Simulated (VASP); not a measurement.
Wanted: the native input for a VASP 6.6.1 run.

| Item | Value |
| --- | --- |
| Task | single point |
| Functional | PBE |
| Potentials or basis | VASP PAW PBE potentials, release 64 (B, N) |
| Cutoff | 520 eV |
| k mesh | 13 × 13 × 13 |
| Occupations | fermi-dirac, width 0.03 eV |
| Spin | no spin polarisation |
| Dipole correction | no |
| Further INCAR settings | ALGO = Normal; EDIFF = 1e-06; NBANDS = 11 |

The structure of BN lies in POSCAR:

```
BN
1.0
    0.0000000000      1.7706018915      1.7706018915
    1.7706018915      0.0000000000      1.7706018915
    1.7706018915      1.7706018915      0.0000000000
B N
1 1
Direct
    0.0000000000      0.0000000000      0.0000000000
    0.7500000000      0.7500000000      0.7500000000
```

This cell differs from its parent crystal: volume scaled by 0.94.

These files were run (other wordings do the same):

INCAR

```
SYSTEM = BN
PREC = Accurate ; ENCUT = 520
EDIFF = 1E-6 ; ISMEAR = -1
SIGMA = 0.03 ; LREAL = .False.
LASPH = .True. ; NELM = 60
ALGO = Normal ; ISIF = 2
LWAVE = .False. ; LCHARG = .False.
GGA = PE ; NBANDS = 11
```

KPOINTS

```
regular mesh
0
Gamma
  13 13 13
  0 0 0
```

Potentials or basis: VASP PAW PBE potentials, release 64 (B, N).

The run is started by

```bash
$ cat potpaw_PBE.64/B/POTCAR potpaw_PBE.64/N/POTCAR > POTCAR
$ mpirun -np 1 vasp_std > vasp.out
```

It gave:

* Pressure: 30.0 GPa
* Band gap on the k mesh: 4.60 eV, indirect (least direct gap 9.12 eV)

Wall time 7.1 s on 1 thread of Intel(R) Xeon(R) Platinum 8488C (Sapphire Rapids), with other jobs on the host, peak memory 0.12 GiB.
